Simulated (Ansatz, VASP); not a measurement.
**One calculation of Sn, two programs**

The input INCAR:

```
SYSTEM = Sn
PREC = Accurate
ENCUT = 520
EDIFF = 1E-6
ISMEAR = -1
SIGMA = 0.1
LREAL = .False.
LASPH = .True.
NELM = 80
ALGO = Normal
ISIF = 2
LWAVE = .False.
LCHARG = .False.
GGA = PS
NBANDS = 13
```

Contents of KPOINTS:

```
Automatic mesh
0
Gamma
  12 12 12
  0 0 0
```

File POSCAR:

```
Sn
1.0
   -1.7686662188      1.8188700046      2.3953970941
    1.7686662188     -1.8188700046      2.3953970941
    1.7686662188      1.8188700046     -2.3953970941
Sn
1
Direct
    0.0000000000      0.0000000000      0.0000000000
```

Input for Ansatz:

```yaml
crystal:
  lattice:
    - [-1.7686662188253766, 1.818870004579532, 2.395397094105936]
    - [1.7686662188253766, -1.818870004579532, 2.395397094105936]
    - [1.7686662188253766, 1.818870004579532, -2.395397094105936]
  atoms:
    - { symbol: Sn, position: [0.0, 0.0, 0.0] }
basis:
  ecutwfc: 500.0
kpoints:
  mp_grid:
    grid: [12, 12, 12]
hamiltonian:
  xc: pbesol
scf:
  occupations:
    method: fermi_dirac
output:
  stress: true
```

Alike in both runs: task single point; functional PBEsol; k mesh 12 × 12 × 12; no spin polarisation.

```csv
,VASP,Ansatz
version,VASP 6.6.1,Ansatz 0.2.0
potentials or method,"VASP PAW PBE potentials, release 64 (Sn_d), cutoff 520 eV","plane waves, PAW"
occupations,"fermi-dirac, width 0.1 eV",fermi-dirac
valence electrons in the cell,14,14
```

```csv
,VASP,Ansatz,Ansatz less VASP
pressure (GPa),-5.8,-5.8,+0.04
"traceless stress, the component that is largest in VASP (GPa)",0.28,0.27,-0.002
```

VASP's potentials were made for PBE, not for PBEsol.
